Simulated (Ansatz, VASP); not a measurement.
# Sr: VASP beside Ansatz

```
Sr
1.0
     4.19498    0.00000    0.00000
    -2.09749    3.63296    0.00000
     0.00000    0.00000   13.72766
Sr
4
Cartesian
  4.1950 0.0000 13.7277
  2.0975 3.6330 6.8638
  0.0000 2.4220 3.4319
  2.0975 1.2110 10.2957
```

Alike in both runs: task single point; functional PBEsol; k mesh 10 × 10 × 3; occupations fermi-dirac, width 0.1 eV; no spin polarisation.

|  | VASP | Ansatz |
| --- | --- | --- |
| version | VASP 6.6.1 | Ansatz 0.2.0 |
| potentials or method | VASP PAW PBE potentials, release 64 (Sr_sv), cutoff 520 eV | plane waves (420 eV) with PAW, scalar-relativistic |
| valence electrons in the cell | 40 | 40 |

```tsv
	VASP	Ansatz	Ansatz less VASP
pressure (GPa)	0.0	0.0	-0.01
```

VASP's potentials were made for PBE, not for PBEsol, and Ansatz warns of the same on its side. With one functional, cell and mesh, what is left measures potentials, basis and numerics.
